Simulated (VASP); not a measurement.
# Se (P3_221) in VASP: a series of runs, part 3 of 3

VASP 6.6.1. The steps go on from the part before.

## (5) Electric field gradients, PBEsol (zz strain of -1 %)

File INCAR:

```
PREC = Accurate
ENCUT = 520
EDIFF = 1E-8
ISMEAR = -1
SIGMA = 0.02
LREAL = F
LASPH = T
NELM = 60
ALGO = Normal
ISIF = 2
LWAVE = F
LCHARG = F
GGA = PS
LEFG = T
NBANDS = 16
```

File KPOINTS:

```
Automatic mesh
0
Gamma
  8 8 6
```

File POSCAR:

```
Se
1.0
    4.3551696776      0.0000000000      0.0000000000
   -2.1775848388      3.7716875786      0.0000000000
    0.0000000000      0.0000000000      4.8999555000
Se
3
Direct
    0.2170000000      0.0000000000      0.1666666667
    0.0000000000      0.2170000000      0.8333333333
    0.7830000000      0.7830000000      0.5000000000
```

Potentials or basis: VASP PAW PBE potentials, release 64 (Se).

Started as:

```
$ cat potpaw_PBE.64/Se/POTCAR > POTCAR
$ mpirun -np 1 vasp_std > vasp.out
```

OUTCAR:

```text
PREC = Accurate
   ENCUT = 520
   EDIFF = 1E-8
   ISMEAR = -1
   LREAL = F
   LASPH = T
   NELM = 60
   ISIF = 2
   GGA = PS

 ion  position               nearest neighbor table
   1  0.217  0.000  0.167-   3 2.31   2 2.31
   2  0.000  0.217  0.833-   3 2.31   1 2.31
   3  0.783  0.783  0.500-   1 2.31   2 2.31

  LATTYP: Found a hexagonal cell.
 ALAT       =     4.3551696776
 C/A-ratio  =     1.1250894598

  Lattice vectors:

 A1 = (   4.3551696776,   0.0000000000,   0.0000000000)
 A2 = (  -2.1775848388,   3.7716875786,   0.0000000000)
 A3 = (   0.0000000000,   0.0000000000,   4.8999555000)

Analysis of symmetry for initial positions (statically):
=====================================================================
 Subroutine PRICEL returns:
 Original cell was already a primitive cell.

 Routine SETGRP: Setting up the symmetry group for a
 hexagonal supercell.

 Subroutine GETGRP returns: Found  6 space group operations
[... 650 lines left out ...]
     0.000000000  0.000000000  4.899955500     0.000000000  0.000000000  0.204083486

 POSITION                                       TOTAL-FORCE (eV/Angst)
 -----------------------------------------------------------------------------------
      0.94507      0.00000      0.81666         1.228155     -0.000000      0.000000
     -0.47254      0.81846      4.08330        -0.614078      1.063614      0.000000
      1.70505      2.95323      2.44998        -0.614078     -1.063614      0.000000
 -----------------------------------------------------------------------------------
    total drift:                               -0.000000     -0.000000      0.000000

  FREE ENERGIE OF THE ION-ELECTRON SYSTEM (eV)
  ---------------------------------------------------
  free  energy   TOTEN  =       -11.3783402837 eV

  energy  without entropy=      -11.3783402837  energy(sigma->0) =      -11.37834028

 Electric field gradients (V/A^2)
---------------------------------------------------------------------
 ion       V_xx      V_yy      V_zz      V_xy      V_xz      V_yz
---------------------------------------------------------------------
   1     146.372  -331.925   185.552    -0.000    -0.000  -312.124
   2    -212.350    26.798   185.552  -207.109   270.307   156.062
   3    -212.350    26.798   185.552   207.108  -270.307   156.062
---------------------------------------------------------------------

 Electric field gradients after diagonalization (V/A^2)
 (convention: |V_zz| > |V_xx| > |V_yy|)
----------------------------------------------------------------------
 ion       V_xx      V_yy      V_zz     asymmetry (V_yy - V_xx)/ V_zz
----------------------------------------------------------------------
   1     332.236   146.372  -478.608       0.388
   2     332.236   146.372  -478.608       0.388
   3     332.236   146.372  -478.608       0.388
----------------------------------------------------------------------

           NMR quadrupolar parameters

 Cq : quadrupolar parameter    Cq=e*Q*V_zz/h
 eta: asymmetry parameters     (V_yy - V_xx)/ V_zz
 Q  : nuclear electric quadrupole moment in mb (millibarn)
----------------------------------------------------------------------
 ion       Cq(MHz)       eta       Q (mb)
----------------------------------------------------------------------
   1      -1.157       0.388       1.000
   2      -1.157       0.388       1.000
   3      -1.157       0.388       1.000
----------------------------------------------------------------------
```

stdout:

```text
POSCAR found type information on POSCAR Se
 POSCAR found :  1 types and       3 ions
 scaLAPACK will be used
 -----------------------------------------------------------------------------
|                                                                             |
|                                                                             |
|     You enforced a specific xc type in the INCAR file but a different       |
|     I HOPE YOU KNOW WHAT YOU ARE DOING!                                     |
|                                                                             |
 -----------------------------------------------------------------------------

 LDA part: xc-table for (Slater+PW92), standard interpolation
 POSCAR, INCAR and KPOINTS ok, starting setup
 FFT: planning ... GRIDC
 FFT: planning ... GRID_SOFT
 FFT: planning ... GRID
 WAVECAR not read
 entering main loop
ion   1

ion   2
     0.0000499     3.8510044    -2.7895229    -2.7986988    -4.8315954     2.2233784
     0.0000687     3.8510044    -2.7895229    -2.7986987    -4.8315953     2.2233784
     0.0000946     3.8510044    -2.7895228    -2.7986987    -4.8315953     2.2233784
     0.0001302     3.8510043    -2.7895228    -2.7986986    -4.8315952     2.2233784
[... 12 lines left out ...]
     0.0000499  -189.4753930  -142.6278412  -146.8021216   247.0386675   109.3936691
     0.0000687  -189.4707718  -142.6243524  -146.7985358   247.0326248   109.3910011
     0.0000946  -189.4632804  -142.6186970  -146.7927234   247.0228293   109.3866759
     0.0001302  -189.4511965  -142.6095748  -146.7833489   247.0070291   109.3796993
```

Wall time 30 s (1 thread of Intel Xeon Platinum 8488C (Sapphire Rapids), shared host); peak memory 0.2 GiB.

Results:

```yaml
Free_energy: -11.3783 eV
Pressure: 4.1 GPa
Largest_force: 1.228 eV/Å
Band_gap_on_the_k_mesh: 1.13 eV, indirect (least direct gap 1.22 eV)
```

Forces in eV/Å, atoms in the order of the input:
```
Se   1.228  0.000  0.000
Se  -0.614  1.064  0.000
Se  -0.614 -1.064  0.000
```

Stress tensor (GPa, compression positive):
```
2.99 0.00 0.00
0.00 2.99 0.00
0.00 0.00 6.33
```

Electric field gradients, principal values (V/Å²):
```
atom    least   middle  greatest (by size)
1 Se  146.372  332.236            -478.608
2 Se  146.372  332.236            -478.608
3 Se  146.372  332.236            -478.608
```

Caveat: the cell differs from its parent crystal (zz strain of -1 %); without QUAD_EFG the Cq values of the log hold for a quadrupole moment of 1 mb, not for the nuclei; the PAW data sets were made with another functional, which shifts forces and pressure a little.

## (6) Electric field gradients, PBEsol (zz strain of +1 %)

File INCAR:

```
  PREC = Accurate
  ENCUT = 520
  EDIFF = 1E-8
  ISMEAR = -1
  SIGMA = 0.02
  LREAL = False
  LASPH = True
  NELM = 100
  ALGO = Normal
  ISIF = 2
  LWAVE = False
  LCHARG = False
  GGA = PS
  LEFG = True
  NBANDS = 16
```

File KPOINTS:

```
regular mesh
0
Gamma
  8 8 6
```

POSCAR, as its differences from that of step 5:

```diff
@@ -4,3 +4,3 @@
    -2.1775848388      3.7716875786      0.0000000000
-    0.0000000000      0.0000000000      4.8999555000
+    0.0000000000      0.0000000000      4.9989445000
 Se
```

Potentials or basis: VASP PAW PBE potentials, release 64 (Se).

Started as:

```
$ cat potpaw_PBE.64/Se/POTCAR > POTCAR
$ mpirun -np 1 vasp_std > vasp.out
```

OUTCAR:

```text
PREC = Accurate
   ENCUT = 520
   EDIFF = 1E-8
   ISMEAR = -1
   LREAL = False
   LASPH = True
   NELM = 100
   ISIF = 2
   GGA = PS

 ion  position               nearest neighbor table
   1  0.217  0.000  0.167-   3 2.34   2 2.34
   2  0.000  0.217  0.833-   3 2.34   1 2.34
   3  0.783  0.783  0.500-   1 2.34   2 2.34

  LATTYP: Found a hexagonal cell.
 ALAT       =     4.3551696776
 C/A-ratio  =     1.1478185398

  Lattice vectors:

 A1 = (   4.3551696776,   0.0000000000,   0.0000000000)
 A2 = (  -2.1775848388,   3.7716875786,   0.0000000000)
[... 674 lines left out ...]

  energy  without entropy=      -11.4271585688  energy(sigma->0) =      -11.42715857

 Electric field gradients (V/A^2)
---------------------------------------------------------------------
 ion       V_xx      V_yy      V_zz      V_xy      V_xz      V_yz
---------------------------------------------------------------------
   1     147.712  -343.449   195.737    -0.000     0.000  -306.012
   2    -220.658    24.922   195.737  -212.679   265.014   153.006
   3    -220.658    24.922   195.736   212.679  -265.014   153.006
---------------------------------------------------------------------

 Electric field gradients after diagonalization (V/A^2)
 (convention: |V_zz| > |V_xx| > |V_yy|)
----------------------------------------------------------------------
 ion       V_xx      V_yy      V_zz     asymmetry (V_yy - V_xx)/ V_zz
----------------------------------------------------------------------
   1     333.972   147.712  -481.684       0.387
   2     333.972   147.712  -481.684       0.387
   3     333.972   147.712  -481.684       0.387
----------------------------------------------------------------------

           NMR quadrupolar parameters

 Cq : quadrupolar parameter    Cq=e*Q*V_zz/h
 eta: asymmetry parameters     (V_yy - V_xx)/ V_zz
 Q  : nuclear electric quadrupole moment in mb (millibarn)
----------------------------------------------------------------------
 ion       Cq(MHz)       eta       Q (mb)
----------------------------------------------------------------------
   1      -1.165       0.387       1.000
   2      -1.165       0.387       1.000
   3      -1.165       0.387       1.000
----------------------------------------------------------------------
```

OSZICAR:

```text
N       E                     dE             d eps       ncg     rms          rms(c)
DAV:   1     0.824509922316E+02    0.82451E+02   -0.72070E+03  1600   0.932E+02
DAV:   2    -0.611195850303E+01   -0.88563E+02   -0.84144E+02  2136   0.155E+02
DAV:   3    -0.114931566053E+02   -0.53812E+01   -0.53638E+01  2032   0.431E+01
DAV:   4    -0.115311963981E+02   -0.38040E-01   -0.38035E-01  2024   0.430E+00
DAV:   5    -0.115314555384E+02   -0.25914E-03   -0.25914E-03  2120   0.354E-01    0.743E+00
DAV:   6    -0.114565405656E+02    0.74915E-01   -0.38287E-02  1912   0.119E+00    0.459E+00
DAV:   7    -0.114280463280E+02    0.28494E-01   -0.76971E-02  1904   0.164E+00    0.204E-01
DAV:   8    -0.114270827783E+02    0.96355E-03   -0.94965E-03  1760   0.593E-01    0.958E-02
DAV:   9    -0.114271413759E+02   -0.58598E-04   -0.29432E-04  2216   0.109E-01    0.314E-02
DAV:  10    -0.114271572362E+02   -0.15860E-04   -0.28468E-05  1944   0.351E-02    0.660E-03
DAV:  11    -0.114271588611E+02   -0.16249E-05   -0.63308E-06  2200   0.147E-02    0.360E-03
DAV:  12    -0.114271585951E+02    0.26606E-06   -0.13040E-06  1960   0.712E-03    0.112E-03
DAV:  13    -0.114271585762E+02    0.18909E-07   -0.24172E-07  2128   0.273E-03    0.350E-04
DAV:  14    -0.114271585688E+02    0.73799E-08   -0.21993E-08  2024   0.859E-04
   1 F= -.11427159E+02 E0= -.11427159E+02  d E =-.807040E-12
```

Wall time 30 s (1 thread of Intel Xeon Platinum 8488C (Sapphire Rapids), shared host); peak memory 0.21 GiB.

Results:

```yaml
Free_energy: -11.4272 eV
Pressure: 2.2 GPa
Largest_force: 0.918 eV/Å
Band_gap_on_the_k_mesh: 0.98 eV, indirect (least direct gap 1.03 eV)
```

Forces in eV/Å, atoms in the order of the input:
```
Se   0.918  0.000  0.000
Se  -0.459  0.795  0.000
Se  -0.459 -0.795  0.000
```

Stress tensor (GPa, compression positive):
```
1.66 0.00 0.00
0.00 1.66 0.00
0.00 0.00 3.33
```

Electric field gradients, principal values (V/Å²):
```
atom    least   middle  greatest (by size)
1 Se  147.712  333.972            -481.684
2 Se  147.712  333.972            -481.684
3 Se  147.712  333.972            -481.684
```

Caveat: the cell differs from its parent crystal (zz strain of +1 %); without QUAD_EFG the Cq values of the log hold for a quadrupole moment of 1 mb, not for the nuclei; the PAW data sets were made with another functional, which shifts forces and pressure a little.

## (7) The runs side by side

```tsv
cell	gap on the mesh (eV)	pressure (GPa)	largest force (eV/Å)
a = 4.370, b = 4.370, c = 4.966 Å, angles 90.0, 90.0, 120.0°, 3 atoms	1.04	2.5	0.95
a = 4.355, b = 4.355, c = 4.850 Å, angles 90.0, 90.0, 120.0°, 3 atoms	1.21	5.1	1.40
a = 4.355, b = 4.355, c = 4.900 Å, angles 90.0, 90.0, 120.0°, 3 atoms	1.13	4.1	1.23
a = 4.355, b = 4.355, c = 4.999 Å, angles 90.0, 90.0, 120.0°, 3 atoms	0.98	2.2	0.92
```

Alike in all rows: task electric field gradients; level PBEsol; potentials or basis VASP PAW PBE potentials, release 64 (Se); no spin polarisation; k mesh 8 × 8 × 6; cutoff (eV) 520; smearing fermi-dirac 0.02 eV.

Caveats: the PAW data sets were made with another functional, which shifts forces and pressure a little.

Absolute energies hang on the potentials; compare differences alone.
